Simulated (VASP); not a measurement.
Here is a VASP 6.6.1 calculation.

The input INCAR:

```
SYSTEM = C
ALGO     = Normal         ! electronic algorithm
EDIFF    = 1E-6           ! SCF threshold, eV
ENCUT    = 520            ! plane-wave cutoff, eV
GGA      = PE             ! functional
ISIF     = 2              ! what is computed and relaxed
ISMEAR   = 0              ! smearing method
LASPH    = .TRUE.         ! aspherical terms in the spheres
LCHARG   = .TRUE.         ! write CHGCAR
LELF     = .TRUE.         ! ELF
LREAL    = Auto         
LVHAR    = .TRUE.       
LWAVE    = .FALSE.        ! write WAVECAR
NBANDS   = 46             ! bands
NELM     = 80             ! most SCF steps
PREC     = Accurate       ! precision mode
SIGMA    = 0.02           ! smearing width, eV
```

The input KPOINTS:

```
k-points
0
G
  12 12 2
  0 0 0
```

POSCAR

```
C
1.0
    2.5221000000      0.0000000000      0.0000000000
   -1.2610500000      2.1842026709      0.0000000000
    0.0000000000      0.0000000000     16.4743000000
C
16
Direct
    0.0000000000      0.0000000000      0.0468800000
    0.0000000000      0.0000000000      0.5468800000
    0.0000000000      0.0000000000      0.4531200000
    0.0000000000      0.0000000000      0.9531200000
    0.3333333333      0.6666666667      0.0781300000
    0.6666666667      0.3333333333      0.5781300000
    0.3333333333      0.6666666667      0.4218700000
    0.6666666667      0.3333333333      0.9218700000
    0.3333333333      0.6666666667      0.1718800000
    0.6666666667      0.3333333333      0.6718800000
    0.3333333333      0.6666666667      0.3281200000
    0.6666666667      0.3333333333      0.8281200000
    0.3333333333      0.6666666667      0.7968800000
    0.6666666667      0.3333333333      0.2968800000
    0.3333333333      0.6666666667      0.7031200000
    0.6666666667      0.3333333333      0.2031200000
```

Potentials or basis: VASP PAW PBE potentials, release 64 (C).

Run with:

```console
$ cat potpaw_PBE.64/C/POTCAR > POTCAR
$ mpirun -np 1 vasp_std > vasp.out
```

(1) Predict the largest force.

(2) Estimate the pressure.

(3) Predict the band gap on the k mesh.

Results:

(1) 0.323 eV/Å.

(2) 2.7 GPa.

(3) 4.36 eV (least direct gap 5.36 eV).
